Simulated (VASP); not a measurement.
# Os18C in VASP: single point with PBE

Aim: the single point of Os18C with PBE.

All numbers are computed with VASP 6.6.1; they aren't measurements. Logs are shortened: lines on timing, memory, paths and dates and some standing lists are left out, and cuts for length are marked.

## (1) The cell of the first run

The cell holds a slab with vacuum, 19 atoms: a = 5.480 Å, b = 8.220 Å, c = 16.326 Å, α = 90.00°, β = 90.00°, γ = 60.00°.

## (2) Single point, PBE

Contents of INCAR:

```
SYSTEM = Os18C
  PREC = Accurate
  ENCUT = 520
  EDIFF = 1E-6
  ISMEAR = -1
  SIGMA = 0.15
  LREAL = Auto
  LASPH = .TRUE.
  NELM = 80
  ALGO = Normal
  ISIF = 2
  LWAVE = .FALSE.
  LCHARG = .TRUE.
  GGA = PE
  LELF = .TRUE.
  LVHAR = .TRUE.
  NBANDS = 89
```

Contents of KPOINTS:

```
Automatic mesh
0
G
  3 2 1
  0 0 0
```

Contents of POSCAR:

```
Os18C
1.0
    5.4800000000      0.0000000000      0.0000000000
    4.1100000000      7.1187290000      0.0000000000
    0.0000000000      0.0000000000     16.3264600000
Os C
18 1
Direct
    0.0000000000      0.0000000000      0.0612503000
    0.5000000000      0.0000000000      0.0612503000
    0.0000000000      0.3333333000      0.0612503000
    0.5000000000      0.3333333000      0.0612503000
    0.0000000000      0.6666667000      0.0612503000
    0.5000000000      0.6666667000      0.0612503000
   -0.1653153744      0.2212890187      0.1901210290
    0.3318103853      0.2226119842      0.1903633342
   -0.1668868227      0.5559941971      0.1891615965
    0.3329247871      0.5567450052      0.1910373404
   -0.1650987834      0.8882624370      0.1905023524
    0.3327453681      0.8882542373      0.1901189790
   -0.0006165328      0.0000243528      0.3196401696
    0.4937433407      0.0085237607      0.3185442167
    0.0050732199      0.3254818707      0.3216518656
    0.5071122640      0.3242936867      0.3179749574
    0.0058854887      0.6689822073      0.3219928459
    0.4893685877      0.6707094303      0.3221070576
    0.8322543071      0.5559684951      0.3905327690
```

Potentials or basis: VASP PAW PBE potentials, release 64 (Os, C).

The run is started by

```console
$ cat potpaw_PBE.64/Os/POTCAR potpaw_PBE.64/C/POTCAR > POTCAR
$ mpirun -np 1 vasp_std > vasp.out
```

OUTCAR:

```text
SYSTEM = Os18C
   PREC = Accurate
   ENCUT = 520
   EDIFF = 1E-6
   ISMEAR = -1
   LREAL = Auto
   LASPH = .TRUE.
   NELM = 80
   ISIF = 2
   GGA = PE

 ion  position               nearest neighbor table
   1  0.000  0.000  0.061-   7 2.63  12 2.63  11 2.64   5 2.74   3 2.74   6 2.74   4 2.74   2 2.74
                             2 2.74
   2  0.500  0.000  0.061-  12 2.64   8 2.64  11 2.64   6 2.74   4 2.74   5 2.74   3 2.74   1 2.74
                             1 2.74
   3  0.000  0.333  0.061-   9 2.62   8 2.63   7 2.63   1 2.74   2 2.74   4 2.74   4 2.74   6 2.74
                             5 2.74
   4  0.500  0.333  0.061-   7 2.64   8 2.64  10 2.65   2 2.74   1 2.74   3 2.74   3 2.74   5 2.74
                             6 2.74
   5  0.000  0.667  0.061-   9 2.62  11 2.63  10 2.64   1 2.74   2 2.74   6 2.74   6 2.74   4 2.74
                             3 2.74
   6  0.500  0.667  0.061-   9 2.62  12 2.63  10 2.64   2 2.74   1 2.74   5 2.74   5 2.74   3 2.74
                             4 2.74
   7  0.835  0.221  0.190-  16 2.60   1 2.63   3 2.63   4 2.64  13 2.64  15 2.65   8 2.73  12 2.73
                            11 2.74   9 2.75   8 2.75  10 2.75
   8  0.332  0.223  0.190-  14 2.59  16 2.60   3 2.63   2 2.64   4 2.64  15 2.65   7 2.73   9 2.74
                            12 2.75  10 2.75   7 2.75  11 2.75
   9  0.833  0.556  0.189-   5 2.62   6 2.62   3 2.62  17 2.71  15 2.72  18 2.72  11 2.74  12 2.74
[... 4 lines left out ...]
                             9 2.74   7 2.74  12 2.75   8 2.75
  12  0.333  0.888  0.190-   6 2.63   1 2.63   2 2.64  13 2.64  14 2.65  18 2.65  10 2.72  11 2.73
                             7 2.73   9 2.74   8 2.75  11 2.75
  13  0.999  0.000  0.320-  11 2.63   7 2.64  12 2.64  16 2.68  15 2.69  18 2.70  17 2.70  14 2.74
                            14 2.74
  14  0.494  0.009  0.319-   8 2.59  16 2.63  15 2.64  11 2.64  12 2.65  13 2.74  13 2.74  18 2.79
                            17 2.80
  15  0.005  0.325  0.322-  19 1.99  14 2.64   8 2.65   7 2.65  13 2.69   9 2.72  16 2.73  16 2.75
                            17 2.83  18 2.83
  16  0.507  0.324  0.318-   8 2.60   7 2.60  14 2.63  10 2.65  13 2.68  15 2.73  15 2.75  17 2.79
                            18 2.80
  17  0.006  0.669  0.322-  19 1.98  10 2.64  11 2.65  18 2.66  13 2.70   9 2.71  16 2.79  14 2.80
                            18 2.82  15 2.83
  18  0.489  0.671  0.322-  19 1.97  10 2.64  12 2.65  17 2.66  13 2.70   9 2.72  14 2.79  16 2.80
                            17 2.82  15 2.83
  19  0.832  0.556  0.391-  18 1.97  17 1.98  15 1.99

  LATTYP: Found a simple monoclinic cell.
 ALAT       =     5.4800000000
 B/A-ratio  =     2.9792810219
 C/A-ratio  =     1.3228756879
 COS(beta)  =    -0.1889822319

  Lattice vectors:

 A1 = (   5.4800000000,   0.0000000000,   0.0000000000)
 A2 = (   0.0000000000,   0.0000000000, -16.3264600000)
 A3 = (  -1.3700000000,   7.1187290000,   0.0000000000)

Analysis of symmetry for initial positions (statically):
[... 168 lines left out ...]
   NELECT =     148.0000    total number of electrons
   NUPDOWN=      -1.0000    fix difference up-down
   EMIN   =  10.00;   EMAX   =-10.00  energy-range for DOS
   EFERMI =   0.00;   METHOD = LEGACY
   ISMEAR =    -1;   SIGMA  =   0.15  broadening in eV -4-tet -1-fermi 0-gaus
   EFERMI_NEDOS =   21; number of points for ismear=-14 and -15
   IALGO  =     38    algorithm
   IMIX   =      4    mixing-type and parameters
     AMIX     =   0.40;   BMIX     =  1.00
     AMIX_MAG =   1.60;   BMIX_MAG =  1.00
  volume/ion in A,a.u.               =      33.52       226.21
  Fermi-wavevector in a.u.,A,eV,Ry     =   1.006477  1.901965 13.782638  1.012995
  Thomas-Fermi vector in A             =   2.139222
   LORBIT       =      0    0 simple, 1 ext, 2 COOP (PROOUT), +10 PAW based schemes
   GGA     = PE    functional components
   LHFCALC =     F    Hartree Fock is set to
   AEXX    =    0.0000 exact exchange contribution
   IVDW    =     0    specifies the selected vdW correction
   LEPSILON=     F    determine dielectric tensor
   LRPA    =     F    only Hartree local field effects (RPA)
 non-spin polarized calculation
  energy-cutoff  :      520.00
  volume of cell :      636.91
 maximum number of plane-waves:     17167
 NGX is ok and might be reduce to    42
   NGX = 21   NGY = 31   NGZ = 61

 number of electron     148.0000003 magnetization

 Free energy of the ion-electron system (eV)
  ---------------------------------------------------
  ext. energy  EPLUGINS =         0.00000000
  ---------------------------------------------------
  free energy    TOTEN  =      -197.92068678 eV

  energy without entropy =     -196.85883364  energy(sigma->0) =     -197.38976021

 E-fermi :   0.7676     XC(G=0):  -6.8967

 val. band max:        0.7096259977   @ k =   0.3333   0.0000   0.0000
 cond. band min:       0.7856945058   @ k =   0.0000   0.5000   0.0000
 fundamental gap:      0.0760685080
 Fermi energy:         0.7676488628

 k-point     1 :       0.0000    0.0000    0.0000
  band No.  band energies     occupation
      1     -11.1919      2.00000
      2      -9.2410      2.00000
      3      -7.0584      2.00000
      4      -6.9567      2.00000
      5      -6.8057      2.00000
      6      -6.7734      2.00000
[... 345 lines left out ...]
     85       1.5625      0.00995
     86       1.7296      0.00327
 [bands above 86 left out]

------------------------ aborting loop because EDIFF is reached ----------------------------------------

  FORCE on cell =-STRESS in cart. coord.  units (eV):
  Direction    XX          YY          ZZ          XY          YZ          ZX
  --------------------------------------------------------------------------------------
  -------------------------------------------------------------------------------------
  Total      -10.1742559     -9.9830895      0.1242226      0.0425202     -0.0601576     -0.0348537
  in kB      -25.5940015    -25.1131101      0.3124899      0.1069624     -0.1513303     -0.0876768
  external PRESSURE =     -16.7982072 kB  Pullay stress =       0.0000000 kB

 VOLUME and BASIS-vectors are now :
 -----------------------------------------------------------------------------
  energy-cutoff  :      520.00
  volume of cell :      636.91
      direct lattice vectors                 reciprocal lattice vectors
     5.480000000  0.000000000  0.000000000     0.182481752 -0.105355886  0.000000000
     4.110000000  7.118729000  0.000000000     0.000000000  0.140474514  0.000000000
     0.000000000  0.000000000 16.326460000     0.000000000  0.000000000  0.061250265

 POSITION                                       TOTAL-FORCE (eV/Angst)
 -----------------------------------------------------------------------------------
      0.00000      0.00000      1.00000        -0.030964      0.084687     -0.034757
      2.74000      0.00000      1.00000         0.033501      0.062754     -0.057318
      1.37000      2.37291      1.00000         0.019755      0.069199      0.082428
      4.11000      2.37291      1.00000        -0.032856     -0.044457     -0.241958
      2.74000      4.74582      1.00000        -0.068380     -0.075803      0.147786
      5.48000      4.74582      1.00000         0.079207     -0.097776      0.123752
[... 11 lines left out ...]
      5.43836      4.77460      5.25887        -0.130566      0.059842     -0.053281
      6.84578      3.95779      6.37602         0.006433     -0.004139      0.243843
 -----------------------------------------------------------------------------------
    total drift:                                0.004487      0.010386      0.001592

  FREE ENERGIE OF THE ION-ELECTRON SYSTEM (eV)
  ---------------------------------------------------
  free  energy   TOTEN  =      -197.9206867763 eV

  energy  without entropy=     -196.8588336385  energy(sigma->0) =     -197.38976021
```

OSZICAR:

```text
N       E                     dE             d eps       ncg     rms          rms(c)
DAV:   1     0.109684813691E+04    0.10968E+04   -0.62095E+04   712   0.143E+03
DAV:   2    -0.507805049019E+02   -0.11476E+04   -0.10558E+04   798   0.448E+02
DAV:   3    -0.201787864114E+03   -0.15101E+03   -0.14461E+03   992   0.123E+02
[... 25 lines left out ...]
DAV:  29    -0.197920681560E+03   -0.32066E-05   -0.68731E-06   464   0.216E-03    0.177E-03
DAV:  30    -0.197920683140E+03   -0.15807E-05   -0.59879E-06   464   0.201E-03    0.139E-03
DAV:  31    -0.197920684802E+03   -0.16622E-05   -0.53091E-06   464   0.124E-03    0.737E-04
DAV:  32    -0.197920686149E+03   -0.13468E-05   -0.47138E-06   464   0.124E-03    0.550E-04
DAV:  33    -0.197920686776E+03   -0.62711E-06   -0.41782E-06   464   0.812E-04
   1 F= -.19792069E+03 E0= -.19738976E+03  d E =-.106185E+01
```

Run time: 46 min. Hardware: 1 thread of Intel Xeon 8259CL, shared host; peak memory 0.75 GiB.

Results:

```
Free energy            : -197.9207 eV
Largest force          : 0.248 eV/Å
Band gap on the k mesh : zero (bands 74 and 75 overlap by 0.31 eV)
```

Forces in eV/Å, atoms in the order of the input:
```
Os  -0.031  0.085 -0.035
Os   0.034  0.063 -0.057
Os   0.020  0.069  0.082
Os  -0.033 -0.044 -0.242
Os  -0.068 -0.076  0.148
Os   0.079 -0.098  0.124
Os   0.018 -0.007  0.002
Os   0.000  0.012 -0.022
Os   0.004 -0.006 -0.041
Os  -0.004  0.011  0.012
Os   0.012  0.005 -0.018
Os  -0.010  0.012 -0.011
Os   0.003 -0.003 -0.001
Os  -0.009  0.030  0.004
Os  -0.033 -0.146 -0.064
Os   0.013 -0.012 -0.001
Os   0.132  0.050 -0.071
Os  -0.131  0.060 -0.053
C    0.006 -0.004  0.244
```

Levels at points of the mesh, in eV from the Fermi level:
```tsv
k point	band 70	band 71	band 72	band 73	band 74	band 75	band 76	band 77
(0.00, 0.00, 0.00)	-0.18	-0.12	0.12	0.22	0.24	0.32	0.39	0.50
(0.00, 0.50, 0.00)	-0.71	-0.59	-0.30	0.02	0.13	0.27	0.33	0.40
```

Caveat: the k points lie up to 0.44 Å⁻¹ apart; there is no dipole correction, which matters where the two faces differ; spin-orbit coupling is left out, which moves the levels of the heavy elements.

The gap in the log of VASP goes by the Fermi energy; the results here count the filled bands.